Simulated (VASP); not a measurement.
**B: relaxation of cell and atoms with revPBE**

The system is B.

```xyz
2
Lattice="2.1006 0.0000 0.0000 -1.0503 1.8192 0.0000 0.0000 0.0000 3.4303" Properties=species:S:1:pos:R:3 pbc="T T T"
B     0.0000    1.2128    0.8576
B     1.0503    0.6064    2.5727
```

This isn't the form of B at room conditions, which is rhombohedral.

| Quantity | Value |
| --- | --- |
| Program | VASP 6.6.1 |
| Task | relaxation of cell and atoms |
| Functional | revPBE |
| Potentials or basis | VASP PAW PBE potentials, release 64 (B) |
| Cutoff | 600 eV |
| k mesh | 17 × 17 × 9 |
| Occupations | fermi-dirac, width 0.1 eV |
| Spin | no spin polarisation |
| Dipole correction | no |
| Further INCAR settings | ALGO = Normal; EDIFF = 1e-06; IBRION = 2; EDIFFG = -0.01; NSW = 80; ISIF = 3 |

| Property | Result |
| --- | --- |
| Relaxed volume | 7.95 Å³/atom |
| Relaxed cell | a = 1.721 Å, b = 1.721 Å, c = 6.193 Å, α = 90.00°, β = 90.00°, γ = 120.00° |
| Space group after relaxing (to 0.1 Å) | P6_3/mmc (No. 194) |
| Energy gained by relaxing | 736.5 meV/atom |
| Ionic steps | 26 |
| Pressure after relaxing | 0.1 GPa |
| Band gap on the k mesh | zero (bands 3 and 4 overlap by 9.76 eV) |

Stress tensor (GPa, compression positive):
```
 0.19  0.00  0.00
 0.00  0.19  0.00
 0.00  0.00 -0.07
```

Step by step:
| step | energy change (eV) | largest force (eV/Å) | pressure (GPa) | volume (Å³) |
| --- | --- | --- | --- | --- |
| 1 | 0.0000 | 0.0000 | -16.87 | 13.11 |
| 2 | -0.0940 | 0.0000 | 5.03 | 11.84 |
| 3 | -0.0940 | 0.0000 | 4.75 | 11.85 |
| 4 | -0.1493 | 0.0000 | 5.95 | 11.86 |
| 5 | -0.3601 | 0.0000 | 14.75 | 11.80 |
| 6 | -0.4901 | 0.0000 | 52.93 | 11.35 |
| 7 | -0.4504 | 0.0000 | 63.35 | 11.21 |
| 8 | -0.3594 | 0.0000 | 91.72 | 10.89 |
| 9 | -0.3617 | 0.0000 | 92.10 | 10.90 |
| 10 | -0.3679 | 0.0000 | 93.18 | 10.91 |
| 11 | -0.3776 | 0.0000 | 95.42 | 10.94 |
| 12 | -0.3833 | 0.0000 | 100.19 | 10.99 |
| 13 | -0.3987 | 0.0000 | 99.21 | 11.02 |
| 14 | -0.4439 | 0.0000 | 96.31 | 11.10 |
| 15 | -0.5309 | 0.0000 | 90.71 | 11.27 |
| 16 | -0.6903 | 0.0000 | 80.31 | 11.60 |
| 17 | -0.9554 | 0.0000 | 61.77 | 12.29 |
| 18 | -1.2962 | 0.0000 | 32.77 | 13.72 |
| 19 | -1.4370 | 0.0000 | -2.15 | 16.82 |
| 20 | -1.4548 | 0.0000 | 4.82 | 16.00 |
| 21 | -1.4547 | 0.0000 | 5.99 | 15.87 |
| 22 | -1.4631 | 0.0000 | 4.47 | 15.87 |
| 23 | -1.4729 | 0.0000 | 0.41 | 15.85 |
| 24 | -1.4729 | 0.0000 | 0.53 | 15.85 |
| 25 | -1.4730 | 0.0000 | 0.40 | 15.86 |
| 26 | -1.4730 | 0.0000 | 0.10 | 15.89 |

Final structure:
```xyz
2
Lattice="1.7214 0.0000 0.0000 -0.8607 1.4908 0.0000 0.0000 0.0000 6.1932" Properties=species:S:1:pos:R:3 pbc="T T T"
B     0.0000    0.9938    1.5483
B     0.8607    0.4969    4.6449
```

Levels at points of the mesh, in eV from the Fermi level:
```tsv
k point	band 1	band 2	band 3	band 4	band 5	band 6	band 7
(0.00, 0.00, 0.00)	-17.36	-16.37	-9.28	-5.13	3.96	14.52	20.83
```

Wall time 4.4 min on 1 thread of AMD EPYC 7R43 64-Core Processor (Zen 3), with other jobs on the host, peak memory 0.09 GiB.

Caveat: the volume moved by over 15 % at a fixed basis, so the end points are rough; the PAW data sets were made with another functional, which shifts forces and pressure a little.
